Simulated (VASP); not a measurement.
Runs of VASP 6.6.1 on La3O2. The structure is that of space group R-3m (No. 166), or close to it. The cells are those of the table. 

```tsv
task	cell	k mesh	cutoff (eV)	gap on the mesh (eV)	pressure (GPa)	relaxed volume (Å³/atom)	largest force (eV/Å)
single point	a = 5.291 Å, angles 90.9°, 5 atoms	3 × 3 × 3	520	none	(b)	-	0.02
single point	a = 5.683 Å, angles 88.3°, 5 atoms	3 × 3 × 3	520	none	0.2	-	0.01
relaxation of cell and atoms	relaxed from a = 5.683 Å, angles 88.3°, 5 atoms	6 × 6 × 6	600	none	0.0	(a)	0.01
single point	a = 5.703 Å, angles 88.0°, 5 atoms	6 × 6 × 6	520	none	-0.1	-	-
relaxation of cell and atoms	relaxed from a = 5.291 Å, angles 90.9°, 5 atoms	3 × 3 × 3	600	none	0.0	37.03	0.01
```

Alike in all rows: level PBE; potentials or basis VASP PAW PBE potentials, release 64 (La, O); no spin polarisation; smearing gaussian 0.1 eV.

Task: Fill in the values left out.

Result: (a) 36.91; (b) 11.5.

Caveats: some runs use coarse meshes; spin-orbit coupling is left out, which moves the levels of the heavy elements; an odd number of electrons without spin polarisation forces a metal; a magnetic or distorted state may lie lower; the volume moved by over 15 % at a fixed basis, so the end points are rough (some runs).

A k mesh can miss the band edges, and the runs leave out spin-orbit coupling on La.

A gap of «none» marks levels without a gap at the run's occupations.
